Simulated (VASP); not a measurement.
SiC:

```
Si C
1.0
     3.07600    0.00000    0.00000
    -1.53800    2.66389    0.00000
     0.00000    0.00000    5.04800
Si C
2 2
Direct
  0.33333 0.66667 0.00000
  0.66667 0.33333 0.50000
  0.33333 0.66667 0.38500
  0.66667 0.33333 0.88500
```

| Property | Result |
| --- | --- |
| Program | VASP 6.6.1 |
| Task | relaxation of cell and atoms |
| Functional | r2SCAN |
| Potentials or basis | VASP PAW PBE potentials, release 64 (Si, C) |
| Cutoff | 600 eV |
| k mesh | 12 × 12 × 6 |
| Occupations | fermi-dirac, width 0.02 eV |
| Spin | no spin polarisation |

At the start: pressure -0.2 GPa; volume 10.34 Å³/atom.

Q: How do energy, volume and symmetry change on relaxing?

A: Over 7 steps the energy falls by 9.3 meV/atom and the volume is 10.32 Å³/atom (-0.2 %); space group P6_3mc (No. 186, to 0.1 Å) before and after.

The path:
```
step  energy change (eV)  largest force (eV/Å)  pressure (GPa)  volume (Å³)
   1              0.0000                0.7709           -0.17        41.36
   2             -0.0060                0.6965            0.16        41.30
   3             -0.0345                0.0556           -0.26        41.33
   4             -0.0368                0.0161            0.30        41.23
   5             -0.0370                0.0013            0.16        41.25
   6             -0.0370                0.0005           -0.13        41.31
   7             -0.0370                0.0003            0.00        41.28
```

Final structure:
```
CELL_PARAMETERS angstrom
3.07370 0.00000 0.00000
-1.53685 2.66190 0.00000
0.00000 0.00000 5.04571
ATOMIC_POSITIONS crystal
Si 0.33333 0.66667 0.00460
Si 0.66667 0.33333 0.50460
C 0.33333 0.66667 0.38040
C 0.66667 0.33333 0.88040
```

Caveat: the PAW data sets were made with another functional, which shifts forces and pressure a little.
